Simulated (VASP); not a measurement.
## ZnS (Wurtzite-2H): single point with RPBE+D4

Crystal: ZnS (Wurtzite-2H).

```
Zn S
1.0
     3.73320    0.00000    0.00000
    -1.86660    3.23305    0.00000
     0.00000    0.00000    6.10674
Zn S
2 2
Cartesian
  1.8666 1.0777 3.0534
  0.0000 2.1554 0.0000
  1.8666 1.0777 5.4045
  0.0000 2.1554 2.3511
```

```yaml
Program: VASP 6.6.1
Task: single point
Functional: RPBE
Dispersion: D4
Potentials_or_basis: VASP PAW PBE potentials, release 64 (Zn, S)
Cutoff: 520 eV
k_mesh: 8 × 8 × 5
Occupations: fermi-dirac, width 0.05 eV
Spin: no spin polarisation
Dipole_correction: no
Further_INCAR_settings: ALGO = Normal; EDIFF = 1e-06; NBANDS = 26
```

The pressure is 4.2 GPa. The largest force is 0.409 eV/Å. The band gap on the k mesh is 2.71 eV, direct and the dispersion energy per atom is -0.650 eV.

Forces in eV/Å, atoms in the order of the input:
```
Zn   0.000  0.000  0.409
Zn   0.000  0.000  0.409
S    0.000  0.000 -0.409
S    0.000  0.000 -0.409
```

Stress tensor (GPa, compression positive):
```
5.33 0.00 0.00
0.00 5.33 0.00
0.00 0.00 1.95
```

Levels at points of the mesh, in eV from the valence-band top:
```tsv
k point	band 16	band 17	band 18	band 19	band 20	band 21
(0.00, 0.00, 0.00)	-0.01	0.00	0.00	2.71	3.22	6.30
(0.50, 0.00, 0.00)	-2.46	-1.71	-1.07	3.67	4.53	5.24
```

Wall time 29 s on 1 thread of Intel(R) Xeon(R) 6975P-C (Granite Rapids) (shared host), peak memory 0.2 GiB.

Caveat: the PAW data sets were made with another functional, which shifts forces and pressure a little. RPBE gaps usually lie below the measured ones, often by a third to a half.
